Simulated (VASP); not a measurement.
# NaCl (Pm-3m) in VASP: a series of runs

The runs below take NaCl through single point, with PBE, r2SCAN.

Everything below comes from runs of VASP 6.6.1. Logs are shortened: lines on timing, memory, paths and dates and some standing lists are left out, and cuts for length are marked.

### 1 The cell of the first run

Symmetry: Pm-3m, No. 221, cubic system. Conventional cell: a = 3.602 Å, b = 3.602 Å, c = 3.602 Å, α = 90.00°, β = 90.00°, γ = 90.00°. Within 4.1 Å of Na (site symmetry m-3m) lie 8 Cl at 3.12 Å and 6 Na at 3.60 Å. Cl (site symmetry m-3m) has 8 Na at 3.12 Å and 6 Cl at 3.60 Å within 4.1 Å.

### 2 Single point, PBE (strain +4.1%)

Input file INCAR:

```
SYSTEM = NaCl
ALGO     = Normal         ! electronic algorithm
EDIFF    = 1E-7           ! SCF threshold, eV
ENCUT    = 520            ! plane-wave cutoff, eV
GGA      = PE             ! functional
ISIF     = 2              ! what is computed and relaxed
ISMEAR   = -1             ! smearing method
LASPH    = .True.         ! aspherical terms in the spheres
LCHARG   = .True.         ! write CHGCAR
LELF     = .True.         ! ELF
LREAL    = .False.        ! projectors in reciprocal space
LVHAR    = .True.       
LWAVE    = .False.        ! write WAVECAR
NBANDS   = 14             ! bands
NELM     = 100            ! most SCF steps
PREC     = Accurate       ! precision mode
SIGMA    = 0.02           ! smearing width, eV
```

Input file KPOINTS:

```
k-points
0
Gamma
  8 8 8
  0 0 0
```

Input file POSCAR:

```
NaCl
1.0
    3.6020791545      0.0000000000      0.0000000000
    0.0000000000      3.6020791545      0.0000000000
    0.0000000000      0.0000000000      3.6020791545
Na Cl
1 1
Direct
    0.0000000000      0.0000000000      0.0000000000
    0.5000000000      0.5000000000      0.5000000000
```

Potentials or basis: VASP PAW PBE potentials, release 64 (Na_pv, Cl).

Command:

```sh
$ cat potpaw_PBE.64/Na_pv/POTCAR potpaw_PBE.64/Cl/POTCAR > POTCAR
$ mpirun -np 1 vasp_std > vasp.out
```

OUTCAR:

```text
SYSTEM = NaCl
   EDIFF = 1E-7
   ENCUT = 520
   GGA = PE
   ISIF = 2
   ISMEAR = -1
   LASPH = .True.
   LREAL = .False.
   NELM = 100
   PREC = Accurate

 ion  position               nearest neighbor table
   1  0.000  0.000  0.000-
   2  0.500  0.500  0.500-

  LATTYP: Found a simple cubic cell.
 ALAT       =     3.6020791545

  Lattice vectors:

 A1 = (   3.6020791545,   0.0000000000,   0.0000000000)
 A2 = (   0.0000000000,   3.6020791545,   0.0000000000)
 A3 = (   0.0000000000,   0.0000000000,   3.6020791545)

Analysis of symmetry for initial positions (statically):
=====================================================================
 Subroutine PRICEL returns:
 Original cell was already a primitive cell.

 Routine SETGRP: Setting up the symmetry group for a
 simple cubic supercell.

 Subroutine GETGRP returns: Found 48 space group operations
 (whereof 48 operations were pure point group operations)
 out of a pool of 48 trial point group operations.

The static configuration has the point symmetry O_h .

Analysis of symmetry for dynamics (positions and initial velocities):
=====================================================================
 Subroutine PRICEL returns:
 Original cell was already a primitive cell.

 Routine SETGRP: Setting up the symmetry group for a
 simple cubic supercell.

 Subroutine GETGRP returns: Found 48 space group operations
 (whereof 48 operations were pure point group operations)
 out of a pool of 48 trial point group operations.

The dynamic configuration has the point symmetry O_h .

 Subroutine INISYM returns: Found 48 space group operations
 (whereof 48 operations are pure point group operations),
 and found     1 'primitive' translations

----------------------------------------------------------------------------------------

                                     Primitive cell

  volume of cell :      46.7369

  direct lattice vectors                    reciprocal lattice vectors
     3.602079155  0.000000000  0.000000000     0.277617442  0.000000000  0.000000000
     0.000000000  3.602079155  0.000000000     0.000000000  0.277617442  0.000000000
     0.000000000  0.000000000  3.602079155     0.000000000  0.000000000  0.277617442

  length of vectors
     3.602079155  3.602079155  3.602079155     0.277617442  0.277617442  0.277617442

  position of ions in fractional coordinates (direct lattice)
     0.000000000  0.000000000  0.000000000
     0.500000000  0.500000000  0.500000000

  ion indices of the primitive-cell ions
   primitive index   ion index
                 1           1
[... 85 lines left out ...]
   NUPDOWN=      -1.0000    fix difference up-down
   EMIN   =  10.00;   EMAX   =-10.00  energy-range for DOS
   EFERMI =   0.00;   METHOD = LEGACY
   ISMEAR =    -1;   SIGMA  =   0.02  broadening in eV -4-tet -1-fermi 0-gaus
   EFERMI_NEDOS =   21; number of points for ismear=-14 and -15
   IALGO  =     38    algorithm
   IMIX   =      4    mixing-type and parameters
     AMIX     =   0.40;   BMIX     =  1.00
     AMIX_MAG =   1.60;   BMIX_MAG =  1.00
  volume/ion in A,a.u.               =      23.37       157.70
  Fermi-wavevector in a.u.,A,eV,Ry     =   1.095379  2.069965 16.325009  1.199854
  Thomas-Fermi vector in A             =   2.231701
   LORBIT       =      0    0 simple, 1 ext, 2 COOP (PROOUT), +10 PAW based schemes
   GGA     = PE    functional components
   LHFCALC =     F    Hartree Fock is set to
   AEXX    =    0.0000 exact exchange contribution
   IVDW    =     0    specifies the selected vdW correction
   LEPSILON=     F    determine dielectric tensor
   LRPA    =     F    only Hartree local field effects (RPA)
 non-spin polarized calculation
  energy-cutoff  :      520.00
  volume of cell :       46.74
 maximum number of plane-waves:      1328
 NGX is ok and might be reduce to    28
   NGX = 13   NGY = 13   NGZ = 13

 number of electron      14.0000020 magnetization

 Free energy of the ion-electron system (eV)
  ---------------------------------------------------
  ext. energy  EPLUGINS =         0.00000000
  ---------------------------------------------------
  free energy    TOTEN  =        -6.44802139 eV

  energy without entropy =       -6.44802139  energy(sigma->0) =       -6.44802139

 E-fermi :   0.3962     XC(G=0):  -8.0740

 val. band max:       -0.1252515680   @ k =   0.5000   0.5000   0.0000
 cond. band min:       3.5908628626   @ k =   0.0000   0.0000   0.0000
 fundamental gap:      3.7161144306
 Fermi energy:         0.3962197503

 k-point     1 :       0.0000    0.0000    0.0000
  band No.  band energies     occupation
      1     -22.3054      2.00000
      2     -22.3054      2.00000
      3     -22.3054      2.00000
      4     -13.2330      2.00000
      5      -0.5515      2.00000
      6      -0.5515      2.00000
      7      -0.5515      2.00000
      8       3.5909      0.00000
      9       8.5197      0.00000
     10       8.5197      0.00000
     11      14.7837      0.00000
     12      14.7837      0.00000
     13      14.7837      0.00000
     14      15.4831      0.00000
[... 377 lines left out ...]
      1     -22.3289      2.00000
      2     -22.3244      2.00000
      3     -22.3045      2.00000
      4     -12.7369      2.00000
      5      -2.1518      2.00000
      6      -1.8436      2.00000
      7      -0.4436      2.00000
      8       5.8866      0.00000
      9       8.9437      0.00000
     10       9.3526      0.00000
     11      10.7348      0.00000
     12      12.9838      0.00000
     13      13.0443      0.00000
     14      15.5047      0.00000

 [... further k-points ...]

------------------------ aborting loop because EDIFF is reached ----------------------------------------

  FORCE on cell =-STRESS in cart. coord.  units (eV):
  Direction    XX          YY          ZZ          XY          YZ          ZX
  --------------------------------------------------------------------------------------
  -------------------------------------------------------------------------------------
  Total       -0.5139304     -0.5139304     -0.5139304     -0.0000000      0.0000000     -0.0000000
  in kB      -17.6179403    -17.6179403    -17.6179403     -0.0000000      0.0000000     -0.0000000
  external PRESSURE =     -17.6179403 kB  Pullay stress =       0.0000000 kB

 VOLUME and BASIS-vectors are now :
 -----------------------------------------------------------------------------
  energy-cutoff  :      520.00
  volume of cell :       46.74
      direct lattice vectors                 reciprocal lattice vectors
     3.602079155  0.000000000  0.000000000     0.277617442  0.000000000  0.000000000
     0.000000000  3.602079155  0.000000000     0.000000000  0.277617442  0.000000000
     0.000000000  0.000000000  3.602079155     0.000000000  0.000000000  0.277617442

 POSITION                                       TOTAL-FORCE (eV/Angst)
 -----------------------------------------------------------------------------------
      0.00000      0.00000      0.00000         0.000000      0.000000      0.000000
      1.80104      1.80104      1.80104         0.000000      0.000000      0.000000
 -----------------------------------------------------------------------------------
    total drift:                               -0.000000      0.000000      0.000000

  FREE ENERGIE OF THE ION-ELECTRON SYSTEM (eV)
  ---------------------------------------------------
  free  energy   TOTEN  =        -6.4480213864 eV

  energy  without entropy=       -6.4480213864  energy(sigma->0) =       -6.44802139
```

stdout:

```text
POSCAR found type information on POSCAR NaCl
 POSCAR found :  2 types and       2 ions
 scaLAPACK will be used
 LDA part: xc-table for (Slater+PW92), standard interpolation
 POSCAR, INCAR and KPOINTS ok, starting setup
 FFT: planning ... GRIDC
 FFT: planning ... GRID_SOFT
 FFT: planning ... GRID
 WAVECAR not read
 entering main loop
```

Wall time 16 s (1 thread of Intel Xeon Platinum 8375C at 2.90GHz (Ice Lake), shared host); peak memory 0.16 GiB.

Results:

| Quantity | Value |
| --- | --- |
| Free energy | -6.4480 eV |
| Pressure | -1.8 GPa |
| Band gap on the k mesh | 3.72 eV, indirect (least direct gap 4.14 eV) |

Caveat: the cell differs from its parent crystal (strain +4.1%). A k mesh can miss the band edges.

### 3 Single point, r2SCAN (strain +4.1%)

POSCAR is that of step 2.

Input file INCAR.step1:

```
SYSTEM = NaCl
PREC = Accurate
ENCUT = 520
ISMEAR = 0
SIGMA = 0.01
LREAL = .FALSE.
LASPH = .TRUE.
NELM = 60
NBANDS = 14
GGA = PE
ALGO = Normal
EDIFF = 1E-4
LWAVE = .TRUE.
LCHARG = .FALSE.
```

Input file INCAR.step2:

```
SYSTEM = NaCl
PREC = Accurate
ENCUT = 520
EDIFF = 1E-7
ISMEAR = 0
SIGMA = 0.01
LREAL = .FALSE.
LASPH = .TRUE.
NELM = 60
ALGO = Normal
ISIF = 2
LWAVE = .FALSE.
LCHARG = .TRUE.
METAGGA = R2SCAN
LMIXTAU = .TRUE.
LELF = .TRUE.
LVHAR = .TRUE.
NBANDS = 14
ISTART = 1
```

Input file KPOINTS:

```
regular mesh
0
G
  8 8 8
  0 0 0
```

Potentials or basis: VASP PAW PBE potentials, release 64 (Na_pv, Cl).

Command:

```sh
$ cat potpaw_PBE.64/Na_pv/POTCAR potpaw_PBE.64/Cl/POTCAR > POTCAR
$ cp INCAR.step1 INCAR
$ mpirun -np 1 vasp_std > vasp.out
$ cp INCAR.step2 INCAR
$ mpirun -np 1 vasp_std > vasp.out
```

Run time: 72 s. Hardware: 1 thread of Intel Xeon Platinum 8375C at 2.90GHz (Ice Lake), shared host; peak memory 0.16 GiB.

The run converged. Its results:

```
Free energy            : -13.4097 eV
Pressure               : -2.8 GPa
Band gap on the k mesh : 4.53 eV, indirect (least direct gap 4.97 eV)
```

Levels at points of the mesh, in eV from the valence-band top:
```
           k point  band 4  band 5  band 6  band 7  band 8  band 9  band 10  band 11
(0.00, 0.00, 0.00)  -13.69   -0.44   -0.44   -0.44    4.53    9.25     9.25    16.13
(0.50, 0.00, 0.00)  -13.40   -2.60   -0.23   -0.23    7.41    8.95    11.28    12.42
(0.50, 0.50, 0.00)  -13.17   -2.02   -2.02    0.00    6.25   10.45    11.36    11.36
(0.50, 0.50, 0.50)  -12.95   -1.65   -1.65   -1.65    7.73    7.73     7.73    12.31
```

Caveat: the cell differs from its parent crystal (strain +4.1%); the PAW data sets were made with another functional, which shifts forces and pressure a little. A k mesh can miss the band edges.
